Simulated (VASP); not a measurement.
# Si3H2C4 in VASP: a series of runs

The runs below take Si3H2C4 through relaxation of the atoms, single point, with PBEsol.

Program: VASP 6.6.1. These are calculated values, not measurements. Logs are shortened: lines on timing, memory, paths and dates and some standing lists are left out, and cuts for length are marked.

## Step 1: The cell of the first run

The cell holds a slab with vacuum, 18 atoms: a = 6.161 Å, b = 3.081 Å, c = 20.037 Å, α = 90.00°, β = 90.00°, γ = 90.00°.

## Step 2: Relaxation of the atoms, PBEsol

INCAR

```
ALGO     = Normal         # electronic algorithm
DIPOL    = 0.5 0.5 0.353
EDIFF    = 1E-6           # SCF threshold, eV
EDIFFG   = -0.03          # ionic threshold
ENCUT    = 520            # plane-wave cutoff, eV
GGA      = PS             # functional
IBRION   = 2              # ionic algorithm
IDIPOL   = 3            
ISIF     = 2              # what is computed and relaxed
ISMEAR   = 0              # smearing method
LASPH    = T              # aspherical terms in the spheres
LCHARG   = F              # write CHGCAR
LDIPOL   = T            
LREAL    = Auto         
LWAVE    = F              # write WAVECAR
NELM     = 100            # most SCF steps
NSW      = 50             # ionic steps
PREC     = Accurate       # precision mode
SIGMA    = 0.05           # smearing width, eV
```

KPOINTS

```
k-points
0
Gamma
  4 8 1
```

POSCAR

```
Si3H2C4
1.0
    6.1612406585      0.0000000000      0.0000000000
    0.0000000000      3.0806203293      0.0000000000
    0.0000000000      0.0000000000     20.0373883794
C Si H
8 6 4
Selective dynamics
Direct
    0.5000000000      0.5000000000      0.2321862369  F F F
    0.0000000000      0.5000000000      0.2321862369  F F F
    0.7500000000      0.0000000000      0.3408993827  F F F
    0.2500000000      0.0000000000      0.3408993827  F F F
   -0.0084164147      0.5000000000      0.4632109135  T T T
    0.5048469038      0.5000000000      0.4454938733  T T T
    0.3868355117      0.0000000000      0.5537325474  T T F
    0.6025251061      0.0000000000      0.5676066110  T T F
    0.2500000000      0.5000000000      0.2865428098  F F F
    0.7500000000      0.5000000000      0.2865428098  F F F
    0.5018900871      0.0000000000      0.3938295863  T T T
   -0.0045753107      0.0000000000      0.4016465502  T T T
    0.7139483018      0.5000000000      0.5162457393  T T T
    0.2696360327      0.5000000000      0.5055542551  T T T
    0.5000000000      0.2248963861      0.1983620084  F F F
    0.5000000000      0.7751036139      0.1983620084  F F F
    0.0000000000      0.7747262802      0.1982371399  F F F
    0.0000000000      0.2252737198      0.1982371399  F F F
```

Potentials or basis: VASP PAW PBE potentials, release 64 (C, Si, H).

The run is started by

```sh
> cat potpaw_PBE.64/C/POTCAR potpaw_PBE.64/Si/POTCAR potpaw_PBE.64/H/POTCAR > POTCAR
> mpirun -np 1 vasp_std > vasp.out
```

OUTCAR:

```text
EDIFF = 1E-6
   EDIFFG = -0.03
   ENCUT = 520
   GGA = PS
   IBRION = 2
   ISIF = 2
   ISMEAR = 0
   LASPH = T
   LREAL = Auto
   NELM = 100
   NSW = 50
   PREC = Accurate

 ion  position               nearest neighbor table
   1  0.500  0.500  0.232-  15 1.09  16 1.09   9 1.89  10 1.89
   2  0.000  0.500  0.232-  17 1.09  18 1.09   9 1.89  10 1.89
   3  0.750  0.000  0.341-  11 1.86  10 1.89  10 1.89  12 1.94
   4  0.250  0.000  0.341-  11 1.88   9 1.89   9 1.89  12 1.99
   5  0.992  0.500  0.463-  14 1.91  12 1.97  12 1.97  13 2.01
   6  0.505  0.500  0.445-  11 1.86  11 1.86  14 1.88  13 1.92
   7  0.387  0.000  0.554-   8 1.36  14 1.96  14 1.96
   8  0.603  0.000  0.568-   7 1.36  13 1.98  13 1.98
   9  0.250  0.500  0.287-   1 1.89   2 1.89   4 1.89   4 1.89  11 3.07  11 3.07  10 3.08  10 3.08

  10  0.750  0.500  0.287-   1 1.89   2 1.89   3 1.89   3 1.89  11 3.05  11 3.05   9 3.08   9 3.08

  11  0.502  0.000  0.394-   6 1.86   6 1.86   3 1.86   4 1.88  12 3.04  10 3.05  10 3.05   9 3.07
                             9 3.07  14 3.07  14 3.07  12 3.12
  12  0.995  0.000  0.402-   3 1.94   5 1.97   5 1.97   4 1.99  11 3.04  14 3.09  14 3.09  11 3.12

  13  0.714  0.500  0.516-   6 1.92   8 1.98   8 1.98   5 2.01  14 2.75
  14  0.270  0.500  0.506-   6 1.88   5 1.91   7 1.96   7 1.96  13 2.75  11 3.07  11 3.07  12 3.09
                            12 3.09
  15  0.500  0.225  0.198-   1 1.09
  16  0.500  0.775  0.198-   1 1.09
  17  0.000  0.775  0.198-   2 1.09
  18  0.000  0.225  0.198-   2 1.09

  LATTYP: Found a simple orthorhombic cell.
 ALAT       =     3.0806203293
 B/A-ratio  =     2.0000000000
 C/A-ratio  =     6.5043355680

  Lattice vectors:

 A1 = (   0.0000000000,  -3.0806203293,   0.0000000000)
 A2 = (   6.1612406585,   0.0000000000,   0.0000000000)
 A3 = (   0.0000000000,   0.0000000000,  20.0373883794)

Analysis of symmetry for initial positions (statically):
=====================================================================
 Subroutine PRICEL returns:
 Original cell was already a primitive cell.

 Routine SETGRP: Setting up the symmetry group for a
 simple orthorhombic supercell.

 Subroutine GETGRP returns: Found  2 space group operations
 (whereof  2 operations were pure point group operations)
 out of a pool of  8 trial point group operations.

The static configuration has the point symmetry C_1h.

Analysis of symmetry for dynamics (positions and initial velocities):
=====================================================================
 Subroutine PRICEL returns:
 Original cell was already a primitive cell.

 Routine SETGRP: Setting up the symmetry group for a
 simple orthorhombic supercell.

 Subroutine GETGRP returns: Found  2 space group operations
 (whereof  2 operations were pure point group operations)
 out of a pool of  8 trial point group operations.

The dynamic configuration has the point symmetry C_1h.

Analysis of constrained symmetry for selective dynamics:
=====================================================================
 Subroutine PRICEL returns:
 Original cell was already a primitive cell.

 Routine SETGRP: Setting up the symmetry group for a
 simple orthorhombic supercell.

 Subroutine GETGRP returns: Found  2 space group operations
 (whereof  2 operations were pure point group operations)
 out of a pool of  8 trial point group operations.

The constrained configuration has the point symmetry C_1h.

 Subroutine INISYM returns: Found  2 space group operations
 (whereof  2 operations are pure point group operations),
 and found     1 'primitive' translations

----------------------------------------------------------------------------------------

                                     Primitive cell

  volume of cell :     380.3185

  direct lattice vectors                    reciprocal lattice vectors
     6.161240658  0.000000000  0.000000000     0.162304973  0.000000000  0.000000000
     0.000000000  3.080620329  0.000000000     0.000000000  0.324609946  0.000000000
     0.000000000  0.000000000 20.037388379     0.000000000  0.000000000  0.049906703

[... 78 lines left out ...]
  0.000000  0.250000  0.000000      2.000000
  0.250000  0.250000  0.000000      4.000000
  0.500000  0.250000  0.000000      2.000000
  0.000000  0.375000  0.000000      2.000000
  0.250000  0.375000  0.000000      4.000000
  0.500000  0.375000  0.000000      2.000000
  0.000000  0.500000  0.000000      1.000000
  0.250000  0.500000  0.000000      2.000000
  0.500000  0.500000  0.000000      1.000000
   k-points           NKPTS =     15   k-points in BZ     NKDIM =     15   number of bands    NBANDS=     40
   number of dos      NEDOS =    301   number of ions     NIONS =     18
   total plane-waves  NPLWV = 172800
   dimension x,y,z NGX =    48 NGY =   24 NGZ =  150
   dimension x,y,z NGXF=    96 NGYF=   48 NGZF=  300
   ions per type =               8   6   4
   NGX,Y,Z   is equivalent  to a cutoff of  12.95, 12.95, 12.45 a.u.
   NGXF,Y,Z  is equivalent  to a cutoff of  25.90, 25.90, 24.89 a.u.
 SYSTEM =  unknown system
   PREC   = accura    normal or accurate (medium, high low for compatibility)
   ISTART =      0    job   : 0-new  1-cont  2-samecut
   ICHARG =      2    charge: 1-file 2-atom 10-const
   ISPIN  =      1    spin polarized calculation?
   LNONCOLLINEAR =      F non collinear calculations
   LSORBIT =      F    spin-orbit coupling
   LASPH  =      T    aspherical Exc in radial PAW
   ENCUT  =  520.0 eV  38.22 Ry    6.18 a.u.  11.46  5.73 37.26*2*pi/ulx,y,z
   NELM   =    100;   NELMIN=  2; NELMDL= -5     # of ELM steps
   EDIFF  = 0.1E-05   stopping-criterion for ELM
   LREAL  =      T    real-space projection
   EDIFFG = -.3E-01   stopping-criterion for IOM
   NSW    =     50    number of steps for IOM
   IBRION =      2    ionic relax: 0-MD 1-quasi-New 2-CG
   NFREE  =      1    steps in history (QN), initial steepest desc. (CG)
   ISIF   =      2    stress and relaxation
   ISYM   =      2    0-nonsym 1-usesym 2-fastsym
   POTIM  = 0.5000    time-step for ionic-motion
   TEBEG  =    0.0;   TEEND  =   0.0 temperature during run
   PSTRESS=    0.0 pullay stress
   NELECT =      60.0000    total number of electrons
   NUPDOWN=      -1.0000    fix difference up-down
   EMIN   =  10.00;   EMAX   =-10.00  energy-range for DOS
   EFERMI =   0.00;   METHOD = LEGACY
   ISMEAR =     0;   SIGMA  =   0.05  broadening in eV -4-tet -1-fermi 0-gaus
   EFERMI_NEDOS =   21; number of points for ismear=-14 and -15
   IALGO  =     38    algorithm
   IMIX   =      4    mixing-type and parameters
     AMIX     =   0.40;   BMIX     =  1.00
     AMIX_MAG =   1.60;   BMIX_MAG =  1.00
  volume/ion in A,a.u.               =      21.13       142.58
  Fermi-wavevector in a.u.,A,eV,Ry     =   0.884591  1.671636 10.646588  0.782502
  Thomas-Fermi vector in A             =   2.005512
   LORBIT       =      0    0 simple, 1 ext, 2 COOP (PROOUT), +10 PAW based schemes
   GGA     = PS    functional components
   LHFCALC =     F    Hartree Fock is set to
   AEXX    =    0.0000 exact exchange contribution
   IVDW    =     0    specifies the selected vdW correction
   LEPSILON=     F    determine dielectric tensor
   LRPA    =     F    only Hartree local field effects (RPA)
 conjugate gradient relaxation of ions
 non-spin polarized calculation
 Gauss-broadening in eV      SIGMA  =   0.05
  energy-cutoff  :      520.00
  volume of cell :      380.32
 maximum number of plane-waves:     10275
 NGX is ok and might be reduce to    48
   NGX = 23   NGY = 11   NGZ = 75

 dipolmoment           0.000000      0.000000     -0.000141 electrons x Angstroem

--------------------------------------- Ionic step        1  -------------------------------------------

 number of electron      59.9999999 magnetization

 Free energy of the ion-electron system (eV)
  ---------------------------------------------------
  ext. energy  EPLUGINS =         0.00000000
  ---------------------------------------------------
  free energy    TOTEN  =      -123.28351599 eV

  energy without entropy =     -123.28174299  energy(sigma->0) =     -123.28262949

------------------------ aborting loop because EDIFF is reached ----------------------------------------

  FORCE on cell =-STRESS in cart. coord.  units (eV):
  Direction    XX          YY          ZZ          XY          YZ          ZX
  --------------------------------------------------------------------------------------
  -------------------------------------------------------------------------------------
  Total       -4.7935632      8.1008596    -10.2993742      0.0000000      0.0000000      0.3523060
  in kB      -20.1939638     34.1266943    -43.3884319      0.0000000      0.0000000      1.4841685
  external PRESSURE =      -9.8185671 kB  Pullay stress =       0.0000000 kB
[... 137 lines left out ...]
  FREE ENERGIE OF THE ION-ELECTRON SYSTEM (eV)
  ---------------------------------------------------
  free  energy   TOTEN  =      -123.3190377643 eV

  energy  without entropy=     -123.3172555307  energy(sigma->0) =     -123.31814665

[... ionic steps 4 to 9 ...]

--------------------------------------- Ionic step       10  -------------------------------------------

 number of electron      59.9999999 magnetization

------------------------ aborting loop because EDIFF is reached ----------------------------------------
[... 99 lines left out ...]
--------------------------------------- Ionic step       12  -------------------------------------------

 number of electron      59.9999999 magnetization

 dipolmoment           0.000000      0.000000      0.177228 electrons x Angstroem

 Free energy of the ion-electron system (eV)
  ---------------------------------------------------
  ext. energy  EPLUGINS =         0.00000000
  ---------------------------------------------------
  free energy    TOTEN  =      -123.35091367 eV

  energy without entropy =     -123.34914079  energy(sigma->0) =     -123.35002723

 E-fermi :   1.0129     XC(G=0):  -5.3495

 val. band max:        1.0128646749   @ k =   0.0000   0.3750   0.0000
 cond. band min:       1.2387577931   @ k =   0.0000   0.0000   0.0000
 fundamental gap:      0.2258931182
 Fermi energy:         1.0129208874

 k-point     1 :       0.0000    0.0000    0.0000
  band No.  band energies     occupation
      1     -15.5889      2.00000
      2     -14.7576      2.00000
      3     -13.4379      2.00000
      4     -12.5608      2.00000
      5     -12.1630      2.00000
      6     -12.1374      2.00000
[... 634 lines left out ...]
     39       5.5126      0.00000
     40       5.6334      0.00000

------------------------ aborting loop because EDIFF is reached ----------------------------------------

 vacuum level on the upper side and lower side of the slab       (xc-potential included)         0.621        -0.985

  FORCE on cell =-STRESS in cart. coord.  units (eV):
  Direction    XX          YY          ZZ          XY          YZ          ZX
  --------------------------------------------------------------------------------------
  -------------------------------------------------------------------------------------
  Total       -6.5534812      8.4544775    -11.0282869      0.0000000      0.0000000      0.2312549
  in kB      -27.6080145     35.6163895    -46.4591406      0.0000000      0.0000000      0.9742133
  external PRESSURE =     -12.8169219 kB  Pullay stress =       0.0000000 kB
[... 33 lines left out ...]
  FREE ENERGIE OF THE ION-ELECTRON SYSTEM (eV)
  ---------------------------------------------------
  free  energy   TOTEN  =      -123.3509136671 eV

  energy  without entropy=     -123.3491407906  energy(sigma->0) =     -123.35002723

 reached required accuracy - stopping structural energy minimisation

 vacuum level on the upper side and lower side of the slab         5.688         4.036
```

Run time: 16 min. Hardware: 1 thread of Intel Xeon 6975P-C (Granite Rapids), shared host; peak memory 0.53 GiB.

Results:

* Free energy: -123.3509 eV
* Energy gained by relaxing: 3.7 meV/atom
* Ionic steps: 12
* Band gap on the k mesh: zero (bands 30 and 31 overlap by 0.81 eV)

The path:
```csv
step,energy change (eV),largest force on free atoms (eV/Å),pressure (GPa)
1,0.0000,1.3046,-0.98
2,0.0618,2.5042,-1.59
3,-0.0355,0.7229,-1.26
4,-0.0580,0.3013,-1.22
5,-0.0585,0.3325,-1.21
6,-0.0659,0.1441,-1.25
7,-0.0661,0.1583,-1.25
8,-0.0662,0.2781,-1.32
9,-0.0667,0.1142,-1.29
10,-0.0672,0.0390,-1.28
11,-0.0672,0.0443,-1.27
12,-0.0674,0.0256,-1.28
```

Final structure:
```yaml
crystal:
  lattice:
    - [6.16124, 0.00000, 0.00000]
    - [0.00000, 3.08062, 0.00000]
    - [0.00000, 0.00000, 20.03739]
  atoms:
    - { symbol: C, position: [0.50000, 0.50000, 0.23219] }
    - { symbol: C, position: [0.00000, 0.50000, 0.23219] }
    - { symbol: C, position: [0.75000, 0.00000, 0.34090] }
    - { symbol: C, position: [0.25000, 0.00000, 0.34090] }
    - { symbol: C, position: [0.99344, 0.50000, 0.46467] }
    - { symbol: C, position: [0.50206, 0.50000, 0.44732] }
    - { symbol: C, position: [0.38479, 0.00000, 0.55373] }
    - { symbol: C, position: [0.60520, 0.00000, 0.56761] }
    - { symbol: Si, position: [0.25000, 0.50000, 0.28654] }
    - { symbol: Si, position: [0.75000, 0.50000, 0.28654] }
    - { symbol: Si, position: [0.50105, 0.00000, 0.39481] }
    - { symbol: Si, position: [0.99671, 0.00000, 0.40242] }
    - { symbol: Si, position: [0.71534, 0.50000, 0.51669] }
    - { symbol: Si, position: [0.27098, 0.50000, 0.50941] }
    - { symbol: H, position: [0.50000, 0.22490, 0.19836] }
    - { symbol: H, position: [0.50000, 0.77510, 0.19836] }
    - { symbol: H, position: [0.00000, 0.77473, 0.19824] }
    - { symbol: H, position: [0.00000, 0.22527, 0.19824] }
```

Caveat: the PAW data sets were made with another functional, which shifts forces and pressure a little.

[end of part 1 of 4]

The gap in the log of VASP goes by the Fermi energy; the results here count the filled bands.